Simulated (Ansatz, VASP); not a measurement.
SiO2: VASP beside Ansatz

The input INCAR:

```
PREC = Accurate
ENCUT = 520
EDIFF = 1E-6
ISMEAR = 0
SIGMA = 0.05
LREAL = False
LASPH = True
NELM = 60
ALGO = Normal
ISIF = 2
LWAVE = False
LCHARG = False
GGA = PE
NBANDS = 25
```

File KPOINTS:

```
Automatic mesh
0
Gamma
  6 6 10
```

File POSCAR:

```
SiO2
1.0
    4.6332179518      0.0000000000      0.0000000000
    0.0000000000      4.6332179518      0.0000000000
    0.0000000000      0.0000000000      2.6080383851
Si O
2 4
Direct
    0.5000000000      0.5000000000      0.5000000000
    0.0000000000      0.0000000000      0.0000000000
    0.6930127928      0.6930127928      0.0000000000
    0.1930127928      0.8069872072      0.5000000000
    0.3069872072      0.3069872072      0.0000000000
    0.8069872072      0.1930127928      0.5000000000
```

Input for Ansatz:

```yaml
crystal:
  lattice:
    - [4.6332179518, 0.0, 0.0]
    - [0.0, 4.6332179518, 0.0]
    - [0.0, 0.0, 2.6080383851]
  atoms:
    - { symbol: Si, position: [0.5, 0.5, 0.5] }
    - { symbol: Si, position: [0.0, 0.0, 0.0] }
    - { symbol: O, position: [0.6930127928, 0.6930127928, 0.0] }
    - { symbol: O, position: [0.1930127928, 0.8069872072, 0.5] }
    - { symbol: O, position: [0.3069872072, 0.3069872072, 0.0] }
    - { symbol: O, position: [0.8069872072, 0.1930127928, 0.5] }
basis:
  ecutwfc: 520.0
kpoints:
  mp_grid: { grid: [6, 6, 10] }
hamiltonian:
  xc: pbe
  pseudopotentials: { kind: paw, azcp: { folder: soft_1 } }
scf:
  occupations: { method: gaussian, width: 0.05 }
output:
  forces: true
  stress: true
  eigenvalues: true
```

Alike in both runs: task single point; functional PBE; k mesh 6 × 6 × 10; occupations gaussian, width 0.05 eV; no spin polarisation.

|  | VASP | Ansatz |
| --- | --- | --- |
| version | VASP 6.6.1 | Ansatz 0.2.0 |
| potentials or method | VASP PAW PBE potentials, release 64 (Si, O), cutoff 520 eV | scalar-relativistic, plane waves, PAW |
| valence electrons in the cell | 32 | 32 |

|  | VASP | Ansatz | Ansatz less VASP |
| --- | --- | --- | --- |
| gap on the k mesh at the Fermi level (eV) | 3.05 | 3.08 | +0.030 |
| least direct gap on the mesh (eV) | 3.05 | 3.08 | +0.030 |
| pressure (GPa) | -25.4 | -25.7 | -0.28 |
| traceless stress, the component that is largest in VASP (GPa) | 23.99 | 23.44 | -0.548 |
| rms of the force components (eV/Å) | 1.045 | 1.066 | +0.0213 |

Atom by atom the forces differ by 0.021 eV/Å (rms over components). With one functional, cell and mesh, what is left measures potentials, basis and numerics.
